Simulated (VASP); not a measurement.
A run of VASP 6.6.1:

Contents of INCAR:

```
PREC = Accurate
ENCUT = 520
EDIFF = 1E-6
ISMEAR = 0
SIGMA = 0.15
LREAL = False
LASPH = True
NELM = 60
ALGO = Fast
ISIF = 2
LWAVE = False
LCHARG = False
GGA = PE
NBANDS = 18
```

Contents of KPOINTS:

```
regular mesh
0
Gamma
  14 14 14
```

POSCAR

```
InPd
1.0
    3.4209478219      0.0000000000      0.0000000000
    0.0000000000      3.4209478219      0.0000000000
    0.0000000000      0.0000000000      3.0738951443
In Pd
1 1
Direct
   -0.0161521247      0.0000000000      0.0000000000
    0.5174267493      0.5000000000      0.5000000000
```

Potentials or basis: VASP PAW PBE potentials, release 64 (In_d, Pd).

Command:

```console
$ cat potpaw_PBE.64/In_d/POTCAR potpaw_PBE.64/Pd/POTCAR > POTCAR
$ mpirun -np 1 vasp_std > vasp.out
```

Hardware: 1 thread of Intel(R) Xeon(R) 6975P-C (Granite Rapids), on a shared host.

How long does it take, and how much memory?

Wall time 2.3 min on 1 thread of Intel(R) Xeon(R) 6975P-C (Granite Rapids), with other jobs on the host, peak memory 0.43 GiB. Counts: scf iterations 13, k points 512.
